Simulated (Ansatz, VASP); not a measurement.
**One calculation of NbRu3C, two programs**

Contents of INCAR:

```
ALGO = Normal ; EDIFF = 1E-6
ENCUT = 520 ; GGA = CA
ISIF = 2 ; ISMEAR = -1
LASPH = T ; LCHARG = F
LREAL = F ; LWAVE = F
NBANDS = 38 ; NELM = 60
PREC = Accurate ; SIGMA = 0.05
```

Contents of KPOINTS:

```
k-points
0
Gamma
  7 7 7
```

File POSCAR:

```
NbRu3C
1.0
    4.0651380000      0.0000000000      0.0000000000
    0.0000000000      4.0651380000      0.0000000000
    0.0000000000      0.0000000000      4.0651380000
Ru Nb C
3 1 1
Direct
    0.5000000000      0.5000000000      0.0000000000
    0.5000000000      0.0000000000      0.5000000000
    0.0000000000      0.5000000000      0.5000000000
    0.0000000000      0.0000000000      0.0000000000
    0.5000000000      0.5000000000      0.5000000000
```

File input.yaml:

```yaml
crystal:
  lattice:
    - [4.065138, 0.0, 0.0]
    - [0.0, 4.065138, 0.0]
    - [0.0, 0.0, 4.065138]
  atoms:
    - { symbol: Ru, position: [0.5, 0.5, 0.0] }
    - { symbol: Ru, position: [0.5, 0.0, 0.5] }
    - { symbol: Ru, position: [0.0, 0.5, 0.5] }
    - { symbol: Nb, position: [0.0, 0.0, 0.0] }
    - { symbol: C, position: [0.5, 0.5, 0.5] }
hamiltonian:
  xc: lda
  pseudopotentials: { kind: paw }
kpoints:
  mp_grid: { grid: [7, 7, 7] }
scf:
  occupations: { method: fermi_dirac, width: 0.05 }
  n_extra_bands: 12
output:
  forces: true
  stress: true
  eigenvalues: true
  dos: { projected: true, de: 0.05, nscf_kmesh: { grid: [11, 11, 11] } }
```

Alike in both runs: functional LDA; k mesh 7 × 7 × 7; occupations fermi-dirac, width 0.05 eV; no spin polarisation.

```csv
,VASP,Ansatz
version,VASP 6.6.1,Ansatz 0.2.0
potentials or method,"VASP PAW LDA potentials, release 64 (Ru_pv, Nb_sv, C)",Ansatz PAW
plane-wave cutoff (eV),520,420
valence electrons in the cell,59,65
task,single point,projected density of states
```

|  | VASP | Ansatz | Ansatz less VASP |
| --- | --- | --- | --- |
| gap on the k mesh at the Fermi level (eV) | none | none | - |
| pressure (GPa) | -16.3 | -16.9 | -0.53 |

LDA's correlation is that of Perdew and Zunger in VASP and of Perdew and Wang (1992) in Ansatz. A gap of «none» marks a metal or a gap that the smearing closes. VASP's potentials hold 59 valence electrons a cell and Ansatz's 65, so a difference there can come from the potentials and not from the codes.
